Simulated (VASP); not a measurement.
# As in VASP: single point with PBE+D3(BJ)

Aim: the single point of As with PBE+D3(BJ).

All numbers are computed with VASP 6.6.1; they aren't measurements. Logs are shortened: lines on timing, memory, paths and dates and some standing lists are left out, and cuts for length are marked.

## Step 1: The cell of the first run

The cell holds a slab with vacuum, 2 atoms: a = 3.571 Å, b = 3.571 Å, c = 22.480 Å, α = 90.00°, β = 90.00°, γ = 120.00°.

## Step 2: Single point, PBE+D3(BJ)

Contents of INCAR:

```
  PREC = Accurate
  ENCUT = 400
  EDIFF = 1E-6
  ISMEAR = 0
  SIGMA = 0.04
  LREAL = F
  LASPH = T
  NELM = 120
  ALGO = Normal
  ISIF = 2
  LWAVE = F
  LCHARG = F
  LDIPOL = T
  IDIPOL = 3
  DIPOL = 0.5 0.5 0.628
  GGA = PE
  IVDW = 12
  NBANDS = 22
  GGA_COMPAT = F
  NELMDL = -8
```

Contents of KPOINTS:

```
regular mesh
0
Gamma
  12 12 1
```

Contents of POSCAR:

```
As
1.0
    3.5708954738      0.0000000000      0.0000000000
   -1.7854477369      3.0924861946      0.0000000000
    0.0000000000      0.0000000000     22.4800000000
As
2
Direct
    0.3333333333      0.6666666667      0.5965214396
    0.0000000000      0.0000000000      0.6584921643
```

Potentials or basis: VASP PAW PBE potentials, release 64 (As_d).

Started as:

```console
$ cat potpaw_PBE.64/As_d/POTCAR > POTCAR
$ mpirun -np 1 vasp_std > vasp.out
```

OUTCAR:

```text
PREC = Accurate
   ENCUT = 400
   EDIFF = 1E-6
   ISMEAR = 0
   LREAL = F
   LASPH = T
   NELM = 120
   ISIF = 2
   GGA = PE
   IVDW = 12
   NELMDL = -8
 IVDW          = 12

 ion  position               nearest neighbor table
   1  0.333  0.667  0.597-   2 2.49   2 2.49   2 2.49
   2  0.000  0.000  0.658-   1 2.49   1 2.49   1 2.49

  LATTYP: Found a hexagonal cell.
 ALAT       =     3.5708954738
 C/A-ratio  =     6.2953396886

  Lattice vectors:

 A1 = (   3.5708954738,   0.0000000000,   0.0000000000)
 A2 = (  -1.7854477369,   3.0924861946,   0.0000000000)
 A3 = (   0.0000000000,   0.0000000000,  22.4800000000)

Analysis of symmetry for initial positions (statically):
=====================================================================
 Subroutine PRICEL returns:
 Original cell was already a primitive cell.

 Routine SETGRP: Setting up the symmetry group for a
 hexagonal supercell.

 Subroutine GETGRP returns: Found 12 space group operations
 (whereof  6 operations were pure point group operations)
 out of a pool of 24 trial point group operations.

The static configuration has the point symmetry C_3v.
 The point group associated with its full space group is D_3d.

Analysis of symmetry for dynamics (positions and initial velocities):
=====================================================================
 Subroutine PRICEL returns:
 Original cell was already a primitive cell.

 Routine SETGRP: Setting up the symmetry group for a
 hexagonal supercell.

 Subroutine GETGRP returns: Found 12 space group operations
 (whereof  6 operations were pure point group operations)
 out of a pool of 24 trial point group operations.

The dynamic configuration has the point symmetry C_3v.
 The point group associated with its full space group is D_3d.

 Subroutine INISYM returns: Found 12 space group operations
 (whereof  6 operations are pure point group operations),
 and found     1 'primitive' translations

----------------------------------------------------------------------------------------

                                     Primitive cell

  volume of cell :     248.2454

  direct lattice vectors                    reciprocal lattice vectors
     3.570895474  0.000000000  0.000000000     0.280041801  0.161682209  0.000000000
[... 75 lines left out ...]
   LNONCOLLINEAR =      F non collinear calculations
   LSORBIT =      F    spin-orbit coupling
   LASPH  =      T    aspherical Exc in radial PAW
   ENCUT  =  400.0 eV  29.40 Ry    5.42 a.u.   5.82  5.82 36.66*2*pi/ulx,y,z
   NELM   =    120;   NELMIN=  2; NELMDL= -8     # of ELM steps
   EDIFF  = 0.1E-05   stopping-criterion for ELM
   LREAL  =      F    real-space projection
[... 7 lines left out ...]
   TEBEG  =    0.0;   TEEND  =   0.0 temperature during run
   PSTRESS=    0.0 pullay stress
   NELECT =      30.0000    total number of electrons
   NUPDOWN=      -1.0000    fix difference up-down
   EMIN   =  10.00;   EMAX   =-10.00  energy-range for DOS
   EFERMI =   0.00;   METHOD = LEGACY
   ISMEAR =     0;   SIGMA  =   0.04  broadening in eV -4-tet -1-fermi 0-gaus
   EFERMI_NEDOS =   21; number of points for ismear=-14 and -15
   IALGO  =     38    algorithm
   IMIX   =      4    mixing-type and parameters
     AMIX     =   0.40;   BMIX     =  1.00
     AMIX_MAG =   1.60;   BMIX_MAG =  1.00
  volume/ion in A,a.u.               =     124.12       837.62
  Fermi-wavevector in a.u.,A,eV,Ry     =   0.809384  1.529515  8.913219  0.655103
  Thomas-Fermi vector in A             =   1.918365
   LORBIT       =      0    0 simple, 1 ext, 2 COOP (PROOUT), +10 PAW based schemes
   GGA     = PE    functional components
   LHFCALC =     F    Hartree Fock is set to
   AEXX    =    0.0000 exact exchange contribution
   IVDW    =    12    specifies the selected vdW correction
   LEPSILON=     F    determine dielectric tensor
   LRPA    =     F    only Hartree local field effects (RPA)
 non-spin polarized calculation
 Gauss-broadening in eV      SIGMA  =   0.04
  energy-cutoff  :      400.00
  volume of cell :      248.25
 maximum number of plane-waves:      4548
 NGX is ok and might be reduce to    24
   NGX = 11   NGY = 11   NGZ = 73

 dipolmoment           0.000000      0.000000      0.000001 electrons x Angstroem

 number of electron      30.0000003 magnetization

 dipolmoment           0.000000      0.000000     -0.000002 electrons x Angstroem

 Free energy of the ion-electron system (eV)
  ---------------------------------------------------
  ext. energy  EPLUGINS =         0.00000000
  ---------------------------------------------------
  free energy    TOTEN  =        -9.35449116 eV

  energy without entropy =       -9.35449116  energy(sigma->0) =       -9.35449116

 E-fermi :  -3.6822     XC(G=0):  -2.4710

 val. band max:       -3.8883089754   @ k =   0.0000   0.0000   0.0000
 cond. band min:      -2.3163854919   @ k =   0.3333   0.0000   0.0000
 fundamental gap:      1.5719234835
 Fermi energy:        -3.6821560880

 k-point     1 :       0.0000    0.0000    0.0000
  band No.  band energies     occupation
      1     -39.0760      2.00000
      2     -39.0760      2.00000
      3     -39.0353      2.00000
      4     -39.0353      2.00000
      5     -38.9839      2.00000
      6     -38.9588      2.00000
[... 464 lines left out ...]
     21       5.1165      0.00000
     22       5.9281      0.00000

------------------------ aborting loop because EDIFF is reached ----------------------------------------

 vacuum level on the upper side and lower side of the slab       (xc-potential included)        -0.009        -0.009

 Edisp (eV)   -0.42403

 E8    (eV) :    -0.1924

  FORCE on cell =-STRESS in cart. coord.  units (eV):
  Direction    XX          YY          ZZ          XY          YZ          ZX
  --------------------------------------------------------------------------------------
  -------------------------------------------------------------------------------------
  Total      -0.02125    -0.02125     0.05530    -0.00000    -0.00000     0.00000
  in kB      -0.13716    -0.13716     0.35694    -0.00000    -0.00000     0.00000
  external pressure =        0.03 kB  Pullay stress =        0.00 kB

 VOLUME and BASIS-vectors are now :
 -----------------------------------------------------------------------------
  energy-cutoff  :      400.00
  volume of cell :      248.25
      direct lattice vectors                 reciprocal lattice vectors
     3.570895474  0.000000000  0.000000000     0.280041801  0.161682209  0.000000000
    -1.785447737  3.092486195  0.000000000     0.000000000  0.323364418  0.000000000
     0.000000000  0.000000000 22.480000000     0.000000000  0.000000000  0.044483986

 POSITION                                       TOTAL-FORCE (eV/Angst)
 -----------------------------------------------------------------------------------
     -0.00000      2.06166     13.40980         0.000000      0.000000     -0.091119
      0.00000      0.00000     14.80290        -0.000000     -0.000000      0.091119
 -----------------------------------------------------------------------------------
    total drift:                                0.000000     -0.000000     -0.000168

  FREE ENERGIE OF THE ION-ELECTRON SYSTEM (eV)
  ---------------------------------------------------
  free  energy   TOTEN  =        -9.7785217317 eV

  energy  without entropy=       -9.7785217317  energy(sigma->0) =       -9.77852173

 vacuum level on the upper side and lower side of the slab         1.404         1.404
```

stdout:

```text
POSCAR found type information on POSCAR As
 POSCAR found :  1 types and       2 ions
 scaLAPACK will be used
 LDA part: xc-table for (Slater+PW92), standard interpolation
 POSCAR, INCAR and KPOINTS ok, starting setup
 FFT: planning ... GRIDC
 FFT: planning ... GRID_SOFT
 FFT: planning ... GRID
 WAVECAR not read
 entering main loop
```

It took 75 s on 1 thread of Intel Xeon Platinum 8375C at 2.90GHz (Ice Lake), shared host; peak memory 0.29 GiB.

What came out:

- Free energy: -9.7785 eV
- Largest force: 0.091 eV/Å
- Band gap on the k mesh: 1.57 eV (least direct gap 2.05 eV)
- Dispersion energy per atom: -0.212 eV

Forces in eV/Å, atoms in the order of the input:
```
As   0.000  0.000 -0.091
As   0.000  0.000  0.091
```

Levels at points of the mesh, in eV from the valence-band top:
| k point | band 11 | band 12 | band 13 | band 14 | band 15 | band 16 | band 17 | band 18 | band 19 | band 20 |
| --- | --- | --- | --- | --- | --- | --- | --- | --- | --- | --- |
| (0.00, 0.00, 0.00) | -13.68 | -7.26 | -0.67 | 0.00 | 0.00 | 2.05 | 3.53 | 3.53 | 4.78 | 5.01 |
| (0.50, 0.00, 0.00) | -11.16 | -9.20 | -3.52 | -1.94 | -1.67 | 1.95 | 3.08 | 4.54 | 6.22 | 8.30 |
